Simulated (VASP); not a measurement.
# Zr (Fd-3m) in VASP: notebook

Runs on Zr. Level: r2SCAN. Tasks: single point.

Program: VASP 6.6.1. These are calculated values, not measurements. Logs are shortened: lines on timing, memory, paths and dates and some standing lists are left out, and cuts for length are marked.

### Step 1. The cell of the first run

Symmetry: Fd-3m, No. 227, cubic system. Conventional cell: a = 6.747 Å, b = 6.747 Å, c = 6.747 Å, α = 90.00°, β = 90.00°, γ = 90.00°. Within 3.8 Å of Zr (site symmetry -43m) lie 4 Zr at 2.92 Å.

This isn't the form of Zr at room conditions, which is hcp.

### Step 2. Single point, r2SCAN, collinear spin (38.40 Å³/atom)

Contents of POSCAR:

```
Zr
1.0
    0.0000000000      3.3736558141      3.3736558141
    3.3736558141      0.0000000000      3.3736558141
    3.3736558141      3.3736558141      0.0000000000
Zr
2
Direct
    0.1250000000      0.1250000000      0.1250000000
    0.8750000000      0.8750000000      0.8750000000
```

Contents of INCAR.step1:

```
SYSTEM = Zr
PREC = Accurate
ENCUT = 520
ISMEAR = -1
SIGMA = 0.05
LREAL = .FALSE.
LASPH = .TRUE.
NELM = 150
ISPIN = 2
MAGMOM = 1.431 1.431
LMAXMIX = 4
NBANDS = 23
GGA = PE
ALGO = Normal
EDIFF = 1E-4
LWAVE = .TRUE.
LCHARG = .FALSE.
```

Contents of INCAR.step2:

```
SYSTEM = Zr
PREC = Accurate
ENCUT = 520
EDIFF = 1E-6
ISMEAR = -1
SIGMA = 0.05
LREAL = .FALSE.
LASPH = .TRUE.
NELM = 150
ALGO = Normal
ISIF = 2
LWAVE = .FALSE.
LCHARG = .FALSE.
ISPIN = 2
MAGMOM = 1.431 1.431
LORBIT = 11
LMAXMIX = 4
METAGGA = R2SCAN
LMIXTAU = .TRUE.
NBANDS = 23
ISTART = 1
```

Contents of KPOINTS:

```
regular mesh
0
G
  9 9 9
  0 0 0
```

Potentials or basis: VASP PAW PBE potentials, release 64 (Zr_sv).

The run is started by

```bash
$ cat potpaw_PBE.64/Zr_sv/POTCAR > POTCAR
$ cp INCAR.step1 INCAR
$ mpirun -np 1 vasp_std > vasp.out
$ cp INCAR.step2 INCAR
$ mpirun -np 1 vasp_std > vasp.out
```

OUTCAR:

```text
SYSTEM = Zr
   PREC = Accurate
   ENCUT = 520
   EDIFF = 1E-6
   ISMEAR = -1
   LREAL = .FALSE.
   LASPH = .TRUE.
   NELM = 150
   ISIF = 2
   ISPIN = 2
   LORBIT = 11
   METAGGA = R2SCAN
   ISTART = 1

 ion  position               nearest neighbor table
   1  0.125  0.125  0.125-   2 2.92   2 2.92   2 2.92   2 2.92
   2  0.875  0.875  0.875-   1 2.92   1 2.92   1 2.92   1 2.92

  LATTYP: Found a face centered cubic cell.
 ALAT       =     6.7473116282

  Lattice vectors:

 A1 = (   0.0000000000,   3.3736558141,   3.3736558141)
 A2 = (   3.3736558141,   0.0000000000,   3.3736558141)
 A3 = (   3.3736558141,   3.3736558141,   0.0000000000)

Analysis of symmetry for initial positions (statically):
=====================================================================
 Subroutine PRICEL returns:
 Original cell was already a primitive cell.

 Routine SETGRP: Setting up the symmetry group for a
 face centered cubic supercell.

 Subroutine GETGRP returns: Found 48 space group operations
 (whereof 12 operations were pure point group operations)
 out of a pool of 48 trial point group operations.

The static configuration has the point symmetry D_3d.
 The point group associated with its full space group is O_h .

Analysis of symmetry for dynamics (positions and initial velocities):
=====================================================================
 Subroutine PRICEL returns:
 Original cell was already a primitive cell.

 Routine SETGRP: Setting up the symmetry group for a
 face centered cubic supercell.

 Subroutine GETGRP returns: Found 48 space group operations
 (whereof 12 operations were pure point group operations)
 out of a pool of 48 trial point group operations.

The dynamic configuration has the point symmetry D_3d.
 The point group associated with its full space group is O_h .

Analysis of structural, dynamic, and magnetic symmetry:
=====================================================================
 Subroutine PRICEL returns:
 Original cell was already a primitive cell.

 Routine SETGRP: Setting up the symmetry group for a
 face centered cubic supercell.

 Subroutine GETGRP returns: Found 48 space group operations
 (whereof 12 operations were pure point group operations)
 out of a pool of 48 trial point group operations.

The overall configuration has the point symmetry D_3d.
 The point group associated with its full space group is O_h .

 Subroutine INISYM returns: Found 48 space group operations
 (whereof 12 operations are pure point group operations),
 and found     1 'primitive' translations

----------------------------------------------------------------------------------------

                                     Primitive cell

  volume of cell :      76.7949

  direct lattice vectors                    reciprocal lattice vectors
     0.000000000  3.373655814  3.373655814    -0.148207176  0.148207176  0.148207176
     3.373655814  0.000000000  3.373655814     0.148207176 -0.148207176  0.148207176
     3.373655814  3.373655814  0.000000000     0.148207176  0.148207176 -0.148207176

  length of vectors
     4.771069807  4.771069807  4.771069807     0.256702358  0.256702358  0.256702358

  position of ions in fractional coordinates (direct lattice)
     0.125000000  0.125000000  0.125000000
     0.875000000  0.875000000  0.875000000

  ion indices of the primitive-cell ions
   primitive index   ion index
                 1           1
                 2           2

----------------------------------------------------------------------------------------

 KPOINTS: regular mesh

Automatic generation of k-mesh.
 Grid dimensions read from file:
 generate k-points for:    9    9    9

 Generating k-lattice:

  Cartesian coordinates                     Fractional coordinates (reciprocal lattice)
    -0.016467464  0.016467464  0.016467464     0.111111111  0.000000000  0.000000000
     0.016467464 -0.016467464  0.016467464     0.000000000  0.111111111  0.000000000
     0.016467464  0.016467464 -0.016467464     0.000000000  0.000000000  0.111111111

  Length of vectors
     0.028522484  0.028522484  0.028522484

  Shift w.r.t. Gamma in fractional coordinates (k-lattice)
     0.000000000  0.000000000  0.000000000

 Subroutine IBZKPT returns following result:
 ===========================================

 Found     35 irreducible k-points:

 Following reciprocal coordinates:
            Coordinates               Weight
  0.000000  0.000000  0.000000      1.000000
  0.111111  0.000000  0.000000      8.000000
  0.222222  0.000000  0.000000      8.000000
  0.333333  0.000000  0.000000      8.000000
  0.444444  0.000000  0.000000      8.000000
  0.111111  0.111111  0.000000      6.000000
[... 16 lines left out ...]
 -0.333333  0.333333  0.000000     12.000000
  0.444444  0.444444  0.000000      6.000000
 [... further k-points ...]
   k-points           NKPTS =     35   k-points in BZ     NKDIM =     35   number of bands    NBANDS=     23
   number of dos      NEDOS =    301   number of ions     NIONS =      2
   total plane-waves  NPLWV =  46656
   dimension x,y,z NGX =    36 NGY =   36 NGZ =   36
   dimension x,y,z NGXF=    72 NGYF=   72 NGZF=   72
   ions per type =               2
   NGX,Y,Z   is equivalent  to a cutoff of  12.54, 12.54, 12.54 a.u.
   NGXF,Y,Z  is equivalent  to a cutoff of  25.09, 25.09, 25.09 a.u.
 SYSTEM =  Zr
   PREC   = accura    normal or accurate (medium, high low for compatibility)
   ISTART =      1    job   : 0-new  1-cont  2-samecut
   ICHARG =      0    charge: 1-file 2-atom 10-const
   ISPIN  =      2    spin polarized calculation?
   LNONCOLLINEAR =      F non collinear calculations
   LSORBIT =      F    spin-orbit coupling
   LASPH  =      T    aspherical Exc in radial PAW
   ENCUT  =  520.0 eV  38.22 Ry    6.18 a.u.   8.87  8.87  8.87*2*pi/ulx,y,z
   NELM   =    150;   NELMIN=  2; NELMDL=  0     # of ELM steps
   EDIFF  = 0.1E-05   stopping-criterion for ELM
   LREAL  =      F    real-space projection
   EDIFFG = 0.1E-04   stopping-criterion for IOM
   NSW    =      0    number of steps for IOM
   IBRION =     -1    ionic relax: 0-MD 1-quasi-New 2-CG
   NFREE  =      0    steps in history (QN), initial steepest desc. (CG)
   ISIF   =      2    stress and relaxation
   ISYM   =      2    0-nonsym 1-usesym 2-fastsym
   POTIM  = 0.5000    time-step for ionic-motion
   TEBEG  =    0.0;   TEEND  =   0.0 temperature during run
   PSTRESS=    0.0 pullay stress
   NELECT =      24.0000    total number of electrons
   NUPDOWN=      -1.0000    fix difference up-down
   EMIN   =  10.00;   EMAX   =-10.00  energy-range for DOS
   EFERMI =   0.00;   METHOD = LEGACY
   ISMEAR =    -1;   SIGMA  =   0.05  broadening in eV -4-tet -1-fermi 0-gaus
   EFERMI_NEDOS =   21; number of points for ismear=-14 and -15
   IALGO  =     38    algorithm
   IMIX   =      4    mixing-type and parameters
     AMIX     =   0.40;   BMIX     =  1.00
     AMIX_MAG =   1.60;   BMIX_MAG =  1.00
  volume/ion in A,a.u.               =      38.40       259.12
  Fermi-wavevector in a.u.,A,eV,Ry     =   1.110967  2.099423 16.792958  1.234248
  Thomas-Fermi vector in A             =   2.247525
   LORBIT       =     11    0 simple, 1 ext, 2 COOP (PROOUT), +10 PAW based schemes
   METAGGA = R2SCAN    functional components
   LHFCALC =     F    Hartree Fock is set to
   AEXX    =    0.0000 exact exchange contribution
   IVDW    =     0    specifies the selected vdW correction
   LEPSILON=     F    determine dielectric tensor
   LRPA    =     F    only Hartree local field effects (RPA)
 spin polarized calculation
  energy-cutoff  :      520.00
  volume of cell :       76.79
 maximum number of plane-waves:      2085
   NGX = 17   NGY = 17   NGZ = 17

 number of electron      23.9999999 magnetization       4.6983777

 Free energy of the ion-electron system (eV)
  ---------------------------------------------------
  ext. energy  EPLUGINS =         0.00000000
  ---------------------------------------------------
  free energy    TOTEN  =       -40.80220484 eV

  energy without entropy =      -40.77826997  energy(sigma->0) =      -40.79023740

 E-fermi :   3.9308     XC(G=0):  -9.3017

 val. band max:        3.9238508235   @ k =  -0.2222   0.3333   0.1111
 cond. band min:       3.9311534951   @ k =  -0.4444   0.3333   0.1111
 fundamental gap:      0.0073026717
 Fermi energy:         3.9308325773

 spin component 1

 k-point     1 :       0.0000    0.0000    0.0000
  band No.  band energies     occupation
      1     -47.1782      1.00000
      2     -46.8542      1.00000
      3     -24.8702      1.00000
      4     -24.8702      1.00000
      5     -24.8702      1.00000
      6     -24.1854      1.00000
[... 15 lines left out ...]
     22      13.4528      0.00000
     23      13.4528      0.00000
[... 575 lines left out ...]
      1     -47.0459      1.00000
      2     -46.9896      1.00000
      3     -25.0077      1.00000
      4     -25.0077      1.00000
      5     -24.5942      1.00000
      6     -24.4763      1.00000
[... 15 lines left out ...]
     22       8.5449      0.00000
     23      12.6833      0.00000

 [... further k-points ...]

 spin component 2

 k-point     1 :       0.0000    0.0000    0.0000
  band No.  band energies     occupation
      1     -46.0421      1.00000
      2     -45.7962      1.00000
      3     -23.4554      1.00000
      4     -23.4554      1.00000
      5     -23.4554      1.00000
      6     -22.9476      1.00000
[... 15 lines left out ...]
     22      14.2523      0.00000
     23      14.2523      0.00000
[... 575 lines left out ...]
      1     -45.9411      1.00000
      2     -45.8985      1.00000
      3     -23.5725      1.00000
      4     -23.5725      1.00000
      5     -23.2530      1.00000
      6     -23.1661      1.00000
[... 15 lines left out ...]
     22       9.6220      0.00000
     23      13.4357      0.00000

 [... further k-points ...]
[... 5 lines left out ...]
  --------------------------------------------------------------------------------------
  -------------------------------------------------------------------------------------
  Total       -0.3506618     -0.3506618     -0.3506618      0.0000000      0.0000000     -0.0000000
  in kB       -7.3158834     -7.3158834     -7.3158834      0.0000000      0.0000000     -0.0000000
  external PRESSURE =      -7.3158834 kB  Pullay stress =       0.0000000 kB

 VOLUME and BASIS-vectors are now :
 -----------------------------------------------------------------------------
  energy-cutoff  :      520.00
  volume of cell :       76.79
      direct lattice vectors                 reciprocal lattice vectors
     0.000000000  3.373655814  3.373655814    -0.148207176  0.148207176  0.148207176
     3.373655814  0.000000000  3.373655814     0.148207176 -0.148207176  0.148207176
     3.373655814  3.373655814  0.000000000     0.148207176  0.148207176 -0.148207176

 POSITION                                       TOTAL-FORCE (eV/Angst)
 -----------------------------------------------------------------------------------
      0.84341      0.84341      0.84341         0.000000     -0.000000      0.000000
      5.90390      5.90390      5.90390        -0.000000      0.000000     -0.000000
 -----------------------------------------------------------------------------------
    total drift:                               -0.000000      0.000000      0.000000

  FREE ENERGIE OF THE ION-ELECTRON SYSTEM (eV)
  ---------------------------------------------------
  free  energy   TOTEN  =       -40.8022048433 eV

  energy  without entropy=      -40.7782699653  energy(sigma->0) =      -40.79023740

 total charge

# of ion       s       p       d       tot
------------------------------------------
    1        2.205   5.921   1.744   9.869
    2        2.205   5.921   1.744   9.869
--------------------------------------------------
tot          4.409  11.841   3.488  19.739

 magnetization (x)

# of ion       s       p       d       tot
------------------------------------------
    1        0.122   0.042   1.387   1.550
    2        0.122   0.042   1.387   1.550
--------------------------------------------------
tot          0.243   0.083   2.774   3.100
```

Wall time 9.3 min (1 thread of Intel Xeon Platinum 8488C (Sapphire Rapids), shared host); peak memory 0.31 GiB.

What came out:

| Property | Result |
| --- | --- |
| Free energy | -40.8022 eV |
| Pressure | -0.7 GPa |
| Net moment | 4.70 μB per cell |
| Site moments | Zr +1.55 μB |
| Valence electrons inside the program's atomic spheres | Zr 9.87 |

Caveat: the PAW data sets were made with another functional, which shifts forces and pressure a little.

### Step 3. Single point, r2SCAN, collinear spin (39.87 Å³/atom)

This run uses another cell than the first one, of 39.87 Å³/atom.

Contents of POSCAR:

```
Zr
1.0
    0.0000000000      3.4163648520      3.4163648520
    3.4163648520      0.0000000000      3.4163648520
    3.4163648520      3.4163648520      0.0000000000
Zr
2
Direct
    0.1250000000      0.1250000000      0.1250000000
    0.8750000000      0.8750000000      0.8750000000
```

Contents of INCAR.step1:

```
  PREC = Accurate
  ENCUT = 520
  ISMEAR = -1
  SIGMA = 0.05
  LREAL = False
  LASPH = True
  NELM = 150
  ISPIN = 2
  MAGMOM = 1.431 1.431
  LMAXMIX = 4
  NBANDS = 23
  GGA = PE
  ALGO = Normal
  EDIFF = 1E-4
  LWAVE = True
  LCHARG = False
```

Contents of INCAR.step2:

```
  PREC = Accurate
  ENCUT = 520
  EDIFF = 1E-7
  ISMEAR = -1
  SIGMA = 0.05
  LREAL = False
  LASPH = True
  NELM = 150
  ALGO = Normal
  ISIF = 2
  LWAVE = False
  LCHARG = True
  ISPIN = 2
  MAGMOM = 1.431 1.431
  LORBIT = 11
  LMAXMIX = 4
  METAGGA = R2SCAN
  LMIXTAU = True
  LELF = True
  LVHAR = True
  NBANDS = 23
  ISTART = 1
```

Contents of KPOINTS:

```
regular mesh
0
Gamma
  9 9 9
```

Potentials or basis: VASP PAW PBE potentials, release 64 (Zr_sv).

The run is started by

```bash
$ cat potpaw_PBE.64/Zr_sv/POTCAR > POTCAR
$ cp INCAR.step1 INCAR
$ mpirun -np 1 vasp_std > vasp.out
$ cp INCAR.step2 INCAR
$ mpirun -np 1 vasp_std > vasp.out
```

Run time: 7 min. Hardware: 1 thread of Intel Xeon Platinum 8488C (Sapphire Rapids), shared host; peak memory 0.31 GiB.

The run converged. Its results:

```
Free energy                                           : -40.7821 eV
Pressure                                              : -1.5 GPa
Net moment                                            : 4.87 μB per cell
Site moments                                          : Zr +1.57 μB
Valence electrons inside the program's atomic spheres : Zr 9.84
```

Levels at points of the mesh, in eV from the Fermi level:
Spin up:
```
           k point  band 10  band 11  band 12  band 13  band 14  band 15  band 16  band 17  band 18  band 19
(0.00, 0.00, 0.00)    -1.15    -1.15    -1.15    -1.05    -1.05     1.16     1.16     1.16     3.99     3.99
```
Spin down:
```csv
k point,band 6,band 7,band 8,band 9,band 10,band 11,band 12,band 13
"(0.00, 0.00, 0.00)",-26.93,-26.93,-26.93,-3.27,0.98,0.98,1.55,1.55
```

Caveat: the PAW data sets were made with another functional, which shifts forces and pressure a little.

### Step 4. Single point, r2SCAN, collinear spin (41.35 Å³/atom)

This run uses another cell than the first one, of 41.35 Å³/atom.

Contents of POSCAR:

```
Zr
1.0
    0.0000000000      3.4580319445      3.4580319445
    3.4580319445      0.0000000000      3.4580319445
    3.4580319445      3.4580319445      0.0000000000
Zr
2
Direct
    0.1250000000      0.1250000000      0.1250000000
    0.8750000000      0.8750000000      0.8750000000
```

INCAR.step1 is that of step 3.

INCAR.step2 is that of step 3.

KPOINTS is that of step 3.

The run is started by

```bash
$ cat potpaw_PBE.64/Zr_sv/POTCAR > POTCAR
$ cp INCAR.step1 INCAR
$ mpirun -np 1 vasp_std > vasp.out
$ cp INCAR.step2 INCAR
$ mpirun -np 1 vasp_std > vasp.out
```

Wall time 6.3 min (1 thread of Intel Xeon Platinum 8488C (Sapphire Rapids), shared host); peak memory 0.31 GiB.

It converged, with:

* Free energy: -40.7493 eV
* Pressure: -2.1 GPa
* Net moment: 5.08 μB per cell
* Site moments: Zr +1.59 μB
* Valence electrons inside the program's atomic spheres: Zr 9.81

Levels at points of the mesh, in eV from the Fermi level:
Spin up:
```tsv
k point	band 10	band 11	band 12	band 13	band 14	band 15	band 16	band 17	band 18	band 19
(0.00, 0.00, 0.00)	-1.17	-1.17	-1.17	-1.02	-1.02	1.09	1.09	1.09	3.79	3.79
```
Spin down:
```
           k point  band 5  band 6  band 7  band 8  band 9  band 10  band 11  band 12  band 13  band 14
(0.00, 0.00, 0.00)  -27.39  -26.99  -26.99  -26.99   -3.15     1.07     1.07     1.59     1.59     1.59
```

Caveat: the PAW data sets were made with another functional, which shifts forces and pressure a little.

### Step 5. Overview

| cell | gap on the mesh (eV) | pressure (GPa) | moment (μB) |
| --- | --- | --- | --- |
| a = 4.771 Å, angles 60.0°, 2 atoms | none | -0.7 | 4.70 |
| a = 4.831 Å, angles 60.0°, 2 atoms | none | -1.5 | 4.87 |
| a = 4.890 Å, angles 60.0°, 2 atoms | none | -2.1 | 5.08 |

Alike in all rows: task single point; level r2SCAN; potentials or basis VASP PAW PBE potentials, release 64 (Zr_sv); spin collinear; k mesh 9 × 9 × 9; cutoff (eV) 520; smearing fermi-dirac 0.05 eV.

Caveats: the PAW data sets were made with another functional, which shifts forces and pressure a little.

Total energies depend on the potentials used, so only differences within one code and one set of settings carry meaning.
